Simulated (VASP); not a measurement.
Runs of VASP 6.6.1 on LiRu. The structure is that of space group Pm-3m (No. 221), or close to it. The cells are those of the table. 

```csv
task,cell,k mesh,cutoff (eV),gap on the mesh (eV),pressure (GPa),relaxed volume (Å³/atom)
single point,"a = 2.894 Å, 2 atoms",20 × 20 × 20,520,none,-,-
relaxation of cell and atoms,"relaxed from a = 2.901 Å, 2 atoms",20 × 20 × 20,600,none,0.0,(a)
relaxation of cell and atoms,"relaxed from a = 2.953 Å, 2 atoms",6 × 6 × 6,600,none,0.0,12.19
single point,"a = 2.901 Å, 2 atoms",6 × 6 × 6,520,none,-,-
```

Alike in all rows: level PBE; potentials or basis VASP PAW PBE potentials, release 64 (Li_sv, Ru_pv); no spin polarisation; smearing gaussian 0.1 eV.

Q: Estimate the missing entries.

A: (a) 12.12.

Caveats: some runs use coarse meshes; the cutoff is under 1.25 times the usual one of these potentials, so pressure, stress and relaxed cells hold a basis-set (Pulay) error.

A k mesh can miss the band edges, and the runs leave out spin-orbit coupling on Ru.

A gap of «none» marks levels without a gap at the run's occupations.
